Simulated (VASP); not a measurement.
Bi2Te3 (Tellurobismuthite), 5 atoms in the cell. It takes space group R-3m (No. 166, trigonal). The conventional cell has a = 4.387 Å, b = 4.387 Å, c = 30.297 Å, α = 90.00°, β = 90.00°, γ = 120.00°. Within 4.0 Å of Bi (site symmetry 3m) lie 6 Te at 3.07 to 3.24 Å. Te (site symmetry -3m) has 6 Bi at 3.24 Å within 4.3 Å. Te (site symmetry 3m) has 3 Bi at 3.07 Å and 3 Te at 3.62 Å within 4.0 Å. 

* Program: VASP 6.6.1
* Task: single point
* Functional: PBE
* Dispersion: D3(BJ)
* Potentials or basis: VASP PAW PBE potentials, release 64 (Bi_d, Te)
* Cutoff: 520 eV
* k mesh: 9 × 9 × 9
* Occupations: gaussian, width 0.02 eV
* Spin: no spin polarisation
* Dipole correction: no
* Further INCAR settings: ALGO = Normal; EDIFF = 1e-06; NBANDS = 32

Potentials or basis: VASP PAW PBE potentials, release 64 (Bi_d, Te).

Run with:

```console
$ cat potpaw_PBE.64/Bi_d/POTCAR potpaw_PBE.64/Te/POTCAR > POTCAR
$ mpirun -np 1 vasp_std > vasp.out
```

Hardware: 1 thread of Intel(R) Xeon(R) 6975P-C (Granite Rapids), with other jobs on the host.

Problem. Estimate the wall time of this run.

Solution. It took 31 min on 1 thread of Intel(R) Xeon(R) 6975P-C (Granite Rapids) (shared host), peak memory 1.1 GiB. Counts: scf iterations 14, k points 85.
